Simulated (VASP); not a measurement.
Runs of VASP 6.6.1 on GaN. The structure is that of space group P-6m2 (No. 187), or close to it. The cells are those of the table. 

```csv
task,level,spin,cell,k mesh,cutoff (eV),grid for exact exchange (PRECFOCK),share of exact exchange,gap on the mesh (eV),pressure (GPa)
single point,PBE0,off,"a = 2.921, b = 2.921, c = 2.644 Å, angles 90.0, 90.0, 120.0°, 2 atoms",5 × 5 × 5,520,Normal,0.25,(a),0.8
single point,r2SCAN0,off,"a = 2.981, b = 2.981, c = 2.683 Å, angles 90.0, 90.0, 120.0°, 2 atoms",5 × 5 × 5,520,Normal,0.25,1.38,-13.7
single point,B3LYP,off,"a = 2.981, b = 2.981, c = 2.683 Å, angles 90.0, 90.0, 120.0°, 2 atoms",5 × 5 × 5,520,Normal,0.2,0.80,(b)
relaxation of cell and atoms,PBEsol,off,"relaxed from a = 2.981, b = 2.981, c = 2.683 Å, angles 90.0, 90.0, 120.0°, 2 atoms",10 × 10 × 10,600,-,-,(c),0.0
single point,PBEsol,"non-collinear, zero start, SOC","a = 2.981, b = 2.981, c = 2.683 Å, angles 90.0, 90.0, 120.0°, 2 atoms",7 × 7 × 7,520,-,-,-,-5.7
```

Alike in all rows: potentials or basis VASP PAW PBE potentials, release 64 (Ga_d, N); smearing fermi-dirac 0.05 eV.

Task: Fill in the values left out.

Result: (a) 1.66; (b) -2.4; (c) none.

Caveats: some runs use coarse meshes; the PAW data sets were made with another functional, which shifts forces and pressure a little; the cell stands under tension (at least some runs).

A k mesh can miss the band edges, and rows without SOC leave out spin-orbit coupling on Ga.
